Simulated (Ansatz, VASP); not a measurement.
## Cu3N in VASP and in Ansatz

INCAR

```
PREC     = Accurate       # precision mode
ENCUT    = 600            # plane-wave cutoff, eV
EDIFF    = 1E-6           # SCF threshold, eV
ISMEAR   = 0              # smearing method
SIGMA    = 0.01           # smearing width, eV
LREAL    = False          # projectors in reciprocal space
LASPH    = True           # aspherical terms in the spheres
NELM     = 120            # most SCF steps
ALGO     = Normal         # electronic algorithm
ISIF     = 2              # what is computed and relaxed
LWAVE    = False          # write WAVECAR
LCHARG   = False          # write CHGCAR
GGA      = PE             # functional
NBANDS   = 27             # bands
GGA_COMPAT= False
```

KPOINTS

```
regular mesh
0
Gamma
  10 10 10
```

File POSCAR:

```
Cu3N
1.0
    3.9035485976      0.0000000000      0.0000000000
    0.0000000000      3.9035485976      0.0000000000
    0.0000000000      0.0000000000      3.9035485976
Cu N
3 1
Direct
    0.5000000000      0.0000000000      0.0000000000
    0.0000000000      0.5000000000      0.0000000000
    0.0000000000      0.0000000000      0.5000000000
    0.0000000000      0.0000000000      0.0000000000
```

Input for Ansatz:

```yaml
crystal:
  lattice:
    - [3.9035485976, 0.0, 0.0]
    - [0.0, 3.9035485976, 0.0]
    - [0.0, 0.0, 3.9035485976]
  atoms:
    - { symbol: Cu, position: [0.5, 0.0, 0.0] }
    - { symbol: Cu, position: [0.0, 0.5, 0.0] }
    - { symbol: Cu, position: [0.0, 0.0, 0.5] }
    - { symbol: "N", position: [0.0, 0.0, 0.0] }
basis:
  ecutwfc: 420
kpoints:
  mp_grid: { grid: [10, 10, 10] }
hamiltonian:
  xc: pbe
scf:
  occupations: { method: gaussian, width: 0.01 }
output:
  forces: true
  stress: true
  eigenvalues: true
```

Change from the starting cell: equal strain along all axes, cell held, atoms relaxed: +2.0 %.

Alike in both runs: task single point; functional PBE; k mesh 10 × 10 × 10; occupations gaussian, width 0.01 eV; no spin polarisation.

```csv
,VASP,Ansatz
version,VASP 6.6.1,Ansatz 0.2.0
potentials or method,"VASP PAW PBE potentials, release 64 (Cu, N), cutoff 600 eV","scalar-relativistic, plane waves, PAW"
valence electrons in the cell,38,62
```

|  | VASP | Ansatz | Ansatz less VASP |
| --- | --- | --- | --- |
| gap on the k mesh at the Fermi level (eV) | 0.44 | 0.41 | -0.024 |
| least direct gap on the mesh (eV) | 0.95 | 0.92 | -0.026 |
| pressure (GPa) | -5.3 | -6.0 | -0.73 |

VASP's potentials hold 38 valence electrons a cell and Ansatz's 62, so a difference there can come from the potentials and not from the codes.
